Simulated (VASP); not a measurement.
Wanted: the native input for a VASP 6.6.1 run.

| Property | Result |
| --- | --- |
| Task | single point |
| Functional | PBE |
| Potentials or basis | VASP PAW PBE potentials, release 64 (Si, Bi_d, Se) |
| Cutoff | 500 eV |
| k mesh | 6 × 6 × 6 |
| Occupations | gaussian, width 0.01 eV |
| Spin | no spin polarisation |
| Dipole correction | no |
| Further INCAR settings | ALGO = Normal; EDIFF = 1e-06; NBANDS = 55 |

The structure of Si2Bi2Se lies in POSCAR:

```
Si2Bi2Se
1.0
    6.0302613216     -3.4046777596      0.0000000000
    6.0302613216      3.4046777596      0.0000000000
    0.0000000000      0.0000000000      6.6924265101
Si Bi Se
4 4 2
Direct
    0.9942551525      0.7008242205      0.2839591062
    0.2991757795      0.0057448475      0.2839591062
    0.0057448475      0.2991757795      0.7839591062
    0.7008242205      0.9942551525      0.7839591062
    0.6223909599      0.0928905715      0.1785110226
    0.9071094285      0.3776090401      0.1785110226
    0.3776090401      0.9071094285      0.6785110226
    0.0928905715      0.6223909599      0.6785110226
    0.3026202327      0.6973797673      0.1374597423
    0.6973797673      0.3026202327      0.6374597423
```

These files were run (other wordings do the same):

INCAR

```
PREC = Accurate
ENCUT = 500
EDIFF = 1E-6
ISMEAR = 0
SIGMA = 0.01
LREAL = False
LASPH = True
NELM = 120
ALGO = Normal
ISIF = 2
LWAVE = False
LCHARG = False
GGA = PE
NBANDS = 55
GGA_COMPAT = False
```

KPOINTS

```
Automatic mesh
0
Gamma
  6 6 6
```

Potentials or basis: VASP PAW PBE potentials, release 64 (Si, Bi_d, Se).

Launch:

```bash
$ cat potpaw_PBE.64/Si/POTCAR potpaw_PBE.64/Bi_d/POTCAR potpaw_PBE.64/Se/POTCAR > POTCAR
$ mpirun -np 1 vasp_std > vasp.out
```

It gave:

```json
{"Pressure": "3.5 GPa", "Largest force": "0.009 eV/Å", "Band gap on the k mesh": "zero (bands 44 and 45 overlap by 0.27 eV)"}
```

Caveat: the cell stands under pressure; spin-orbit coupling is left out, which moves the levels of the heavy elements.

Run time: 26 min on 1 thread of Intel Xeon 8259CL, with other jobs on the host, peak memory 0.78 GiB.
